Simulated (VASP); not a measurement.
Write the native input for VASP 6.6.1 that does the following.

| Quantity | Value |
| --- | --- |
| Task | single point |
| Functional | r2SCAN |
| Potentials or basis | VASP PAW PBE potentials, release 64 (Ag) |
| Cutoff | 520 eV |
| k mesh | 26 × 26 × 26 |
| Occupations | gaussian, width 0.15 eV |
| Spin | no spin polarisation |
| Dipole correction | no |
| Further INCAR settings | ALGO = Normal; EDIFF = 1e-06; NBANDS = 12 |

Crystal: Ag.

```
CELL_PARAMETERS angstrom
-1.63427 1.63427 1.67512
1.63427 -1.63427 1.67512
1.63427 1.63427 -1.67512
ATOMIC_POSITIONS crystal
Ag 0.00000 0.00000 0.00000
```

This cell differs from its parent crystal: strain +0.000 along x and y, +0.025 along z.

The input as run:

POSCAR

```
Ag
1.0
   -1.6342676484      1.6342676484      1.6751243396
    1.6342676484     -1.6342676484      1.6751243396
    1.6342676484      1.6342676484     -1.6751243396
Ag
1
Direct
    0.0000000000      0.0000000000      0.0000000000
```

INCAR.step1

```
  PREC = Accurate
  ENCUT = 520
  ISMEAR = 0
  SIGMA = 0.15
  LREAL = F
  LASPH = T
  NELM = 80
  NBANDS = 12
  GGA = PE
  ALGO = Normal
  EDIFF = 1E-4
  LWAVE = T
  LCHARG = F
```

INCAR.step2

```
  PREC = Accurate
  ENCUT = 520
  EDIFF = 1E-6
  ISMEAR = 0
  SIGMA = 0.15
  LREAL = F
  LASPH = T
  NELM = 80
  ALGO = Normal
  ISIF = 2
  LWAVE = F
  LCHARG = F
  METAGGA = R2SCAN
  LMIXTAU = T
  NBANDS = 12
  ISTART = 1
```

KPOINTS

```
regular mesh
0
Gamma
  26 26 26
```

Potentials or basis: VASP PAW PBE potentials, release 64 (Ag).

Launch:

```bash
$ cat potpaw_PBE.64/Ag/POTCAR > POTCAR
$ cp INCAR.step1 INCAR
$ mpirun -np 1 vasp_std > vasp.out
$ cp INCAR.step2 INCAR
$ mpirun -np 1 vasp_std > vasp.out
```

Results of the run:

* Pressure: -2.4 GPa
* Band gap on the k mesh: zero (an odd number of electrons rules out a gap without spin polarisation)

Caveat: the cell differs from its parent crystal (strain +0.000 along x and y, +0.025 along z); the PAW data sets were made with another functional, which shifts forces and pressure a little.

Wall time 21 min on 1 thread of Oxide Virtual Turin-like Processor, on a shared host, peak memory 0.34 GiB.
